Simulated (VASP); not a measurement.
# Sr (Fm-3m) in VASP: notebook, part 2 of 2

VASP 6.6.1. The steps go on from the part before.

## 3. Single point, PBE (55.96 Å³/atom)

This run uses another cell than the first one, of 55.96 Å³/atom.

Contents of INCAR:

```
SYSTEM = Sr
PREC     = Accurate       ! precision mode
ENCUT    = 500            ! plane-wave cutoff, eV
EDIFF    = 1E-6           ! SCF threshold, eV
ISMEAR   = 0              ! smearing method
SIGMA    = 0.05           ! smearing width, eV
LREAL    = .FALSE.        ! projectors in reciprocal space
LASPH    = .TRUE.         ! aspherical terms in the spheres
NELM     = 120            ! most SCF steps
ALGO     = Normal         ! electronic algorithm
ISIF     = 2              ! what is computed and relaxed
LWAVE    = .FALSE.        ! write WAVECAR
LCHARG   = .FALSE.        ! write CHGCAR
GGA      = PE             ! functional
NBANDS   = 11             ! bands
GGA_COMPAT= .FALSE.
```

Contents of KPOINTS:

```
regular mesh
0
G
  10 10 10
  0 0 0
```

Contents of POSCAR:

```
Sr
1.0
    0.0000000000      3.0359412502      3.0359412502
    3.0359412502      0.0000000000      3.0359412502
    3.0359412502      3.0359412502      0.0000000000
Sr
1
Direct
    0.0000000000      0.0000000000      0.0000000000
```

Potentials or basis: VASP PAW PBE potentials, release 64 (Sr_sv).

Started as:

```
cat potpaw_PBE.64/Sr_sv/POTCAR > POTCAR
mpirun -np 1 vasp_std > vasp.out
```

OUTCAR:

```text
SYSTEM = Sr
   PREC = Accurate
   ENCUT = 500
   EDIFF = 1E-6
   ISMEAR = 0
   LREAL = .FALSE.
   LASPH = .TRUE.
   NELM = 120
   ISIF = 2
   GGA = PE

 ion  position               nearest neighbor table
   1  0.000  0.000  0.000-

  LATTYP: Found a face centered cubic cell.
 ALAT       =     6.0718825004

  Lattice vectors:

 A1 = (   0.0000000000,   3.0359412502,   3.0359412502)
 A2 = (   3.0359412502,   0.0000000000,   3.0359412502)
 A3 = (   3.0359412502,   3.0359412502,   0.0000000000)

Analysis of symmetry for initial positions (statically):
=====================================================================
 Subroutine PRICEL returns:
 Original cell was already a primitive cell.

 Routine SETGRP: Setting up the symmetry group for a
 face centered cubic supercell.

 Subroutine GETGRP returns: Found 48 space group operations
 (whereof 48 operations were pure point group operations)
 out of a pool of 48 trial point group operations.

The static configuration has the point symmetry O_h .

Analysis of symmetry for dynamics (positions and initial velocities):
=====================================================================
 Subroutine PRICEL returns:
 Original cell was already a primitive cell.

 Routine SETGRP: Setting up the symmetry group for a
 face centered cubic supercell.

 Subroutine GETGRP returns: Found 48 space group operations
 (whereof 48 operations were pure point group operations)
 out of a pool of 48 trial point group operations.

The dynamic configuration has the point symmetry O_h .

 Subroutine INISYM returns: Found 48 space group operations
 (whereof 48 operations are pure point group operations),
 and found     1 'primitive' translations

----------------------------------------------------------------------------------------

                                     Primitive cell

  volume of cell :      55.9642
[... 111 lines left out ...]
   LORBIT       =      0    0 simple, 1 ext, 2 COOP (PROOUT), +10 PAW based schemes
   GGA     = PE    functional components
   LHFCALC =     F    Hartree Fock is set to
   AEXX    =    0.0000 exact exchange contribution
   IVDW    =     0    specifies the selected vdW correction
   LEPSILON=     F    determine dielectric tensor
   LRPA    =     F    only Hartree local field effects (RPA)
 non-spin polarized calculation
 Gauss-broadening in eV      SIGMA  =   0.05
  energy-cutoff  :      500.00
  volume of cell :       55.96
 maximum number of plane-waves:      1432
   NGX = 15   NGY = 15   NGZ = 15

 number of electron      10.0000000 magnetization

 Free energy of the ion-electron system (eV)
  ---------------------------------------------------
  ext. energy  EPLUGINS =         0.00000000
  ---------------------------------------------------
  free energy    TOTEN  =        -1.63566174 eV

  energy without entropy =       -1.63247147  energy(sigma->0) =       -1.63406661

 E-fermi :   1.5425     XC(G=0):  -7.2971

 val. band max:        1.5400722328   @ k =  -0.4000   0.2000   0.1000
 cond. band min:       1.5689792449   @ k =   0.5000   0.0000   0.0000
 fundamental gap:      0.0289070121
 Fermi energy:         1.5425446556

 k-point     1 :       0.0000    0.0000    0.0000
  band No.  band energies     occupation
      1     -35.1277      2.00000
      2     -17.0183      2.00000
      3     -17.0183      2.00000
      4     -17.0183      2.00000
      5      -2.0940      2.00000
      6       3.8494      0.00000
      7       3.8494      0.00000
      8       3.8494      0.00000
      9       5.2875      0.00000
     10       5.2875      0.00000
     11       8.5755      0.00000
[... 309 lines left out ...]
 k-point    24 :       0.4000    0.3000    0.0000
  band No.  band energies     occupation
      1     -35.1141      2.00000
      2     -17.1582      2.00000
      3     -17.0756      2.00000
      4     -17.0699      2.00000
      5       0.1546      2.00000
      6       2.1615      0.00000
      7       2.8539      0.00000
      8       4.9580      0.00000
      9       5.2958      0.00000
     10       6.2172      0.00000
     11       7.8180      0.00000

 [... further k-points ...]

------------------------ aborting loop because EDIFF is reached ----------------------------------------

  FORCE on cell =-STRESS in cart. coord.  units (eV):
  Direction    XX          YY          ZZ          XY          YZ          ZX
  --------------------------------------------------------------------------------------
  -------------------------------------------------------------------------------------
  Total       -0.0909433     -0.0909433     -0.0909433      0.0000000      0.0000000     -0.0000000
  in kB       -2.6035827     -2.6035827     -2.6035827      0.0000000      0.0000000     -0.0000000
  external PRESSURE =      -2.6035827 kB  Pullay stress =       0.0000000 kB

 VOLUME and BASIS-vectors are now :
 -----------------------------------------------------------------------------
  energy-cutoff  :      500.00
  volume of cell :       55.96
      direct lattice vectors                 reciprocal lattice vectors
     0.000000000  3.035941250  3.035941250    -0.164693569  0.164693569  0.164693569
     3.035941250  0.000000000  3.035941250     0.164693569 -0.164693569  0.164693569
     3.035941250  3.035941250  0.000000000     0.164693569  0.164693569 -0.164693569

 POSITION                                       TOTAL-FORCE (eV/Angst)
 -----------------------------------------------------------------------------------
      0.00000      0.00000      0.00000         0.000000      0.000000      0.000000
 -----------------------------------------------------------------------------------
    total drift:                                0.000000      0.000000      0.000000

  FREE ENERGIE OF THE ION-ELECTRON SYSTEM (eV)
  ---------------------------------------------------
  free  energy   TOTEN  =        -1.6356617422 eV

  energy  without entropy=       -1.6324714705  energy(sigma->0) =       -1.63406661
```

Run time: 17 s. Hardware: 1 thread of AMD EPYC 7R43 (Zen 3), shared host; peak memory 0.15 GiB.

Results:

```yaml
Free_energy: -1.6357 eV
Pressure: -0.3 GPa
Band_gap_on_the_k_mesh: zero (bands 5 and 6 overlap by 0.05 eV)
```

Levels at points of the mesh, in eV from the Fermi level:
| k point | band 2 | band 3 | band 4 | band 5 | band 6 | band 7 | band 8 | band 9 |
| --- | --- | --- | --- | --- | --- | --- | --- | --- |
| (0.00, 0.00, 0.00) | -18.56 | -18.56 | -18.56 | -3.64 | 2.31 | 2.31 | 2.31 | 3.74 |
| (0.50, 0.00, 0.00) | -18.74 | -18.59 | -18.59 | -1.13 | 0.03 | 2.15 | 2.15 | 4.76 |
| (0.50, 0.50, 0.00) | -18.73 | -18.63 | -18.63 | -0.64 | 0.34 | 1.00 | 4.77 | 5.06 |

## 4. Single point, PBE (54.63 Å³/atom)

This run uses another cell than the first one, of 54.63 Å³/atom.

Contents of INCAR:

```
ALGO = Fast
EDIFF = 1E-6
ENCUT = 520
GGA = PE
ISIF = 2
ISMEAR = 0
LASPH = True
LCHARG = False
LREAL = False
LWAVE = False
NBANDS = 11
NELM = 60
PREC = Accurate
SIGMA = 0.05
```

Contents of KPOINTS:

```
k-points
0
Gamma
  10 10 10
```

Contents of POSCAR:

```
Sr
1.0
    0.0000000000      3.0115487189      3.0115487189
    3.0115487189      0.0000000000      3.0115487189
    3.0115487189      3.0115487189      0.0000000000
Sr
1
Direct
    0.0000000000      0.0000000000      0.0000000000
```

Started as:

```
cat potpaw_PBE.64/Sr_sv/POTCAR > POTCAR
mpirun -np 1 vasp_std > vasp.out
```

It took 17 s on 1 thread of Intel Xeon Platinum 8488C (Sapphire Rapids), shared host; peak memory 0.18 GiB.

It converged, with:

```
Free energy            : -1.6367 eV
Pressure               : 0.0 GPa
Band gap on the k mesh : zero (bands 5 and 6 overlap by 0.04 eV)
```

Levels at points of the mesh, in eV from the Fermi level:
| k point | band 3 | band 4 | band 5 | band 6 | band 7 | band 8 |
| --- | --- | --- | --- | --- | --- | --- |
| (0.00, 0.00, 0.00) | -18.51 | -18.51 | -3.68 | 2.33 | 2.33 | 2.33 |
| (0.50, 0.00, 0.00) | -18.54 | -18.54 | -1.14 | 0.05 | 2.17 | 2.17 |
| (0.50, 0.50, 0.00) | -18.58 | -18.58 | -0.67 | 0.32 | 1.05 | 4.86 |

## 5. Summary

| cell | cutoff (eV) | gap on the mesh (eV) | pressure (GPa) |
| --- | --- | --- | --- |
| a = 4.299 Å, angles 60.0°, 1 atom | 500 | none | -0.3 |
| a = 4.293 Å, angles 60.0°, 1 atom | 500 | none | -0.3 |
| a = 4.259 Å, angles 60.0°, 1 atom | 520 | none | 0.0 |

Alike in all rows: task single point; level PBE; potentials or basis VASP PAW PBE potentials, release 64 (Sr_sv); no spin polarisation; k mesh 10 × 10 × 10; smearing gaussian 0.05 eV.

Absolute energies hang on the potentials; compare differences alone.
